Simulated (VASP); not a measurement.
Here is a VASP 6.6.1 calculation.

Contents of INCAR:

```
SYSTEM = AlN
  PREC = Accurate
  ENCUT = 520
  EDIFF = 1E-6
  ISMEAR = 0
  SIGMA = 0.02
  LREAL = .False.
  LASPH = .True.
  NELM = 60
  ALGO = Normal
  ISIF = 2
  LWAVE = .False.
  LCHARG = .False.
  GGA = PE
  NBANDS = 16
```

The input KPOINTS:

```
regular mesh
0
Gamma
  12 12 6
  0 0 0
```

File POSCAR:

```
AlN
1.0
    3.1000452127      0.0000000000      0.0000000000
   -1.5500226063      2.6847179071      0.0000000000
    0.0000000000      0.0000000000      4.9627556903
Al N
2 2
Direct
    0.3333333333      0.6666666667     -0.0009236067
    0.6666666667      0.3333333333      0.4990763933
    0.3333333333      0.6666666667      0.3809236067
    0.6666666667      0.3333333333      0.8809236067
```

Potentials or basis: VASP PAW PBE potentials, release 64 (Al, N).

The run is started by

```bash
$ cat potpaw_PBE.64/Al/POTCAR potpaw_PBE.64/N/POTCAR > POTCAR
$ mpirun -np 1 vasp_std > vasp.out
```

(1) Predict the band gap on the k mesh.

(2) Predict the pressure.

(3) Estimate the largest force.

Results:

(1) 4.30 eV, direct.

(2) 6.0 GPa.

(3) 0.009 eV/Å.
